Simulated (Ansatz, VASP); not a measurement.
# Nb: VASP beside Ansatz

The input INCAR:

```
SYSTEM = Nb
PREC = Accurate
ENCUT = 520
EDIFF = 1E-6
ISMEAR = -1
SIGMA = 0.08
LREAL = .False.
LASPH = .True.
NELM = 80
ALGO = Normal
ISIF = 2
LWAVE = .False.
LCHARG = .False.
GGA = PE
NBANDS = 12
```

Contents of KPOINTS:

```
Automatic mesh
0
Gamma
  13 13 13
  0 0 0
```

File POSCAR:

```
Nb
1.0
    0.0000000000      2.1428321391      2.1428321391
    2.1428321391      0.0000000000      2.1428321391
    2.1428321391      2.1428321391      0.0000000000
Nb
1
Direct
    0.0000000000      0.0000000000      0.0000000000
```

Input for Ansatz:

```yaml
crystal:
  lattice:
    - [0.0, 2.1428321391, 2.1428321391]
    - [2.1428321391, 0.0, 2.1428321391]
    - [2.1428321391, 2.1428321391, 0.0]
  atoms:
    - { symbol: Nb, position: [0.0, 0.0, 0.0] }
kpoints:
  mp_grid: { grid: [13, 13, 13] }
  band_path:
    path:
      - [0.0, 0.0, 0.0]
      - [0.5, 0.0, 0.5]
      - [0.625, 0.25, 0.625]
      - [0.375, 0.375, 0.75]
      - [0.0, 0.0, 0.0]
      - [0.5, 0.5, 0.5]
      - [0.5, 0.25, 0.75]
      - [0.5, 0.0, 0.5]
    npoints: 5
scf:
  occupations: { method: fermi_dirac, width: 0.08 }
hamiltonian:
  xc: pbe
  pseudopotentials: { kind: all_electron, lapw: { basis_error: 0.00025 } }
output:
  forces: true
  stress: true
  eigenvalues: true
```

Change from the starting cell: volume scaled by 1.04.

Alike in both runs: task single point; functional PBE; k mesh 13 × 13 × 13; occupations fermi-dirac, width 0.08 eV; no spin polarisation.

|  | VASP | Ansatz |
| --- | --- | --- |
| version | VASP 6.6.1 | Ansatz 0.2.0 |
| potentials or method | VASP PAW PBE potentials, release 64 (Nb_sv), cutoff 520 eV | all-electron LAPW, scalar-relativistic |

|  | VASP | Ansatz | Ansatz less VASP |
| --- | --- | --- | --- |
| pressure (GPa) | -7.2 | -7.0 | +0.27 |

Ansatz ran all-electron here, and VASP with PAW potentials.
